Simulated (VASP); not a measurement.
# CaC2 (I4/mmm) in VASP: further runs, part 2 of 2

VASP 6.6.1. Earlier steps stand in the parts before.

## Step 3: Single point, LDA (strain +0.1000 x Voigt [0, 0, 1, 0, 0, 0])

The input, INCAR:

```
PREC = Accurate
ENCUT = 600
EDIFF = 1E-6
ISMEAR = 0
SIGMA = 0.05
LREAL = False
LASPH = True
NELM = 120
ALGO = Normal
ISIF = 2
LWAVE = False
LCHARG = False
GGA = CA
NBANDS = 16
GGA_COMPAT = False
```

The input, KPOINTS:

```
Automatic mesh
0
Gamma
  10 10 10
```

The input, POSCAR:

```
CaC2
1.0
   -1.8789219473      1.8789219473      3.4526916897
    1.8789219473     -1.8789219473      3.4526916897
    1.8789219473      1.8789219473     -3.4526916897
Ca C
1 2
Direct
    0.0000000000      0.0000000000      0.0000000000
    0.5996770466      0.5996770466      0.0000000000
    0.4003229534      0.4003229534      0.0000000000
```

Potentials or basis: VASP PAW LDA potentials, release 64 (Ca_sv, C).

The run is started by

```console
$ cat potpaw_LDA.64/Ca_sv/POTCAR potpaw_LDA.64/C/POTCAR > POTCAR
$ mpirun -np 1 vasp_std > vasp.out
```

OUTCAR:

```text
PREC = Accurate
   ENCUT = 600
   EDIFF = 1E-6
   ISMEAR = 0
   LREAL = False
   LASPH = True
   NELM = 120
   ISIF = 2
   GGA = CA

 ion  position               nearest neighbor table
   1  0.000  0.000  0.000-
   2  0.600  0.600  0.000-   3 1.38
   3  0.400  0.400  0.000-   2 1.38

  LATTYP: Found a body centered tetragonal cell.
 ALAT       =     3.7578438946
 C/A-ratio  =     1.8375918673

  Lattice vectors:

 A1 = (  -1.8789219473,   1.8789219473,   3.4526916897)
 A2 = (   1.8789219473,  -1.8789219473,   3.4526916897)
 A3 = (   1.8789219473,   1.8789219473,  -3.4526916897)

Analysis of symmetry for initial positions (statically):
=====================================================================
 Subroutine PRICEL returns:
 Original cell was already a primitive cell.

 Routine SETGRP: Setting up the symmetry group for a
 body centered tetragonal supercell.

 Subroutine GETGRP returns: Found 16 space group operations
 (whereof 16 operations were pure point group operations)
 out of a pool of 16 trial point group operations.

[... 163 lines left out ...]

 E-fermi :   1.8140     XC(G=0):  -9.8101

 val. band max:        1.6091059136   @ k =   0.5000   0.5000   0.5000
 cond. band min:       2.0729155055   @ k =   0.5000   0.5000   0.0000
 fundamental gap:      0.4638095919
 Fermi energy:         1.8139577516

 k-point     1 :       0.0000    0.0000    0.0000
  band No.  band energies     occupation
      1     -37.3431      2.00000
      2     -18.6245      2.00000
      3     -18.6245      2.00000
      4     -18.5771      2.00000
      5     -11.0115      2.00000
      6      -1.4151      2.00000
[... 433 lines left out ...]
      3     -18.7113      2.00000
      4     -18.5984      2.00000
      5     -10.5208      2.00000
      6      -2.7357      2.00000
[... 8 lines left out ...]
     15       8.9938      0.00000
     16       9.2551      0.00000

 [... further k-points ...]

------------------------ aborting loop because EDIFF is reached ----------------------------------------

  FORCE on cell =-STRESS in cart. coord.  units (eV):
  Direction    XX          YY          ZZ          XY          YZ          ZX
  --------------------------------------------------------------------------------------
  -------------------------------------------------------------------------------------
  Total       -0.2853954     -0.2853954    -12.2769918      0.0000000     -0.0000000      0.0000000
  in kB       -9.3782613     -9.3782613   -403.4291517      0.0000000     -0.0000000      0.0000000
  external PRESSURE =    -140.7285581 kB  Pullay stress =       0.0000000 kB

 VOLUME and BASIS-vectors are now :
 -----------------------------------------------------------------------------
  energy-cutoff  :      600.00
  volume of cell :       48.76
      direct lattice vectors                 reciprocal lattice vectors
    -1.878921947  1.878921947  3.452691690     0.000000000  0.266110043  0.144814552
     1.878921947 -1.878921947  3.452691690     0.266110043  0.000000000  0.144814552
     1.878921947  1.878921947 -3.452691690     0.266110043  0.266110043  0.000000000

 POSITION                                       TOTAL-FORCE (eV/Angst)
 -----------------------------------------------------------------------------------
      0.00000      0.00000      0.00000        -0.000000     -0.000000     -0.000000
      0.00000      0.00000      4.14100         0.000000      0.000000     -6.118933
      0.00000      0.00000      2.76438        -0.000000     -0.000000      6.118933
 -----------------------------------------------------------------------------------
    total drift:                                0.000000     -0.000000     -0.000000

  FREE ENERGIE OF THE ION-ELECTRON SYSTEM (eV)
  ---------------------------------------------------
  free  energy   TOTEN  =       -21.5513034580 eV

  energy  without entropy=      -21.5513034580  energy(sigma->0) =      -21.55130346
```

Run time: 94 s. Hardware: 1 thread of Intel Xeon Platinum 8488C (Sapphire Rapids), shared host; peak memory 0.23 GiB.

Results:

```
Free energy            : -21.5513 eV
Pressure               : -14.1 GPa
Largest force          : 6.119 eV/Å
Band gap on the k mesh : 0.46 eV (least direct gap 1.62 eV)
```

Forces on the atoms (eV/Å):
```
Ca   0.000  0.000  0.000
C    0.000  0.000 -6.119
C    0.000  0.000  6.119
```

Levels at points of the mesh, in eV from the valence-band top:
| k point | band 5 | band 6 | band 7 | band 8 | band 9 | band 10 | band 11 | band 12 | band 13 | band 14 |
| --- | --- | --- | --- | --- | --- | --- | --- | --- | --- | --- |
| (0.00, 0.00, 0.00) | -12.62 | -3.02 | -2.97 | -0.95 | -0.95 | 2.54 | 2.54 | 3.47 | 5.06 | 5.55 |
| (0.50, 0.00, 0.00) | -12.03 | -4.76 | -2.78 | -1.91 | -1.25 | 3.71 | 4.78 | 5.56 | 5.83 | 5.95 |
| (0.50, 0.50, 0.00) | -12.21 | -3.72 | -2.80 | -1.76 | -1.16 | 0.46 | 3.91 | 6.17 | 6.88 | 7.06 |
| (0.50, 0.50, 0.50) | -12.33 | -5.32 | -1.51 | -1.51 | 0.00 | 2.71 | 5.05 | 5.05 | 5.50 | 5.79 |

Caveat: the cell differs from its parent crystal (strain +0.1000 x Voigt [0, 0, 1, 0, 0, 0]); the cell stands under tension; forces of over 1 eV/Å act on the atoms, so gaps and moduli don't describe the material at rest. A k mesh can miss the band edges.
